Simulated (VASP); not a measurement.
Wanted: the native input for a VASP 6.6.1 run.

* Task: relaxation of cell and atoms
* Functional: PBEsol
* Potentials or basis: VASP PAW PBE potentials, release 64 (Ba_sv, Te)
* Cutoff: 600 eV
* k mesh: 8 × 8 × 8
* Occupations: fermi-dirac, width 0.02 eV
* Spin: no spin polarisation
* Dipole correction: no
* Further INCAR settings: ALGO = Normal; EDIFF = 1e-07; IBRION = 2; EDIFFG = -0.01; NSW = 80; ISIF = 3

The structure of BaTe lies in POSCAR:

```
BaTe
1.0
    0.0000000000      3.4100000000      3.4100000000
    3.4100000000      0.0000000000      3.4100000000
    3.4100000000      3.4100000000      0.0000000000
Ba Te
1 1
Direct
    0.0000000000      0.0000000000      0.0000000000
    0.5000000000      0.5000000000      0.5000000000
```

These files were run (other wordings do the same):

INCAR

```
SYSTEM = BaTe
ALGO = Normal ; EDIFF = 1E-7
EDIFFG = -0.01 ; ENCUT = 600
GGA = PS ; IBRION = 2
ISIF = 3 ; ISMEAR = -1
LASPH = .TRUE. ; LCHARG = .FALSE.
LREAL = .FALSE. ; LWAVE = .FALSE.
NELM = 100 ; NSW = 80
PREC = Accurate ; SIGMA = 0.02
```

KPOINTS

```
k-points
0
G
  8 8 8
  0 0 0
```

Potentials or basis: VASP PAW PBE potentials, release 64 (Ba_sv, Te).

Run with:

```console
$ cat potpaw_PBE.64/Ba_sv/POTCAR potpaw_PBE.64/Te/POTCAR > POTCAR
$ mpirun -np 1 vasp_std > vasp.out
```

It gave:

- Relaxed volume: 42.29 Å³/atom
- Relaxed cell: a = 4.927 Å, b = 4.927 Å, c = 4.927 Å, α = 60.00°, β = 60.00°, γ = 60.00°
- Space group after relaxing (to 0.1 Å): Fm-3m (No. 225)
- Energy gained by relaxing: 18.5 meV/atom
- Ionic steps: 3
- Pressure after relaxing: 0.0 GPa
- Band gap on the k mesh: 1.40 eV (least direct gap 1.79 eV)

Caveat: the PAW data sets were made with another functional, which shifts forces and pressure a little; spin-orbit coupling is left out, which moves the levels of the heavy elements.

It took 3.2 min on 1 thread of AMD EPYC 9755 128-Core Processor (shared host), peak memory 0.22 GiB.
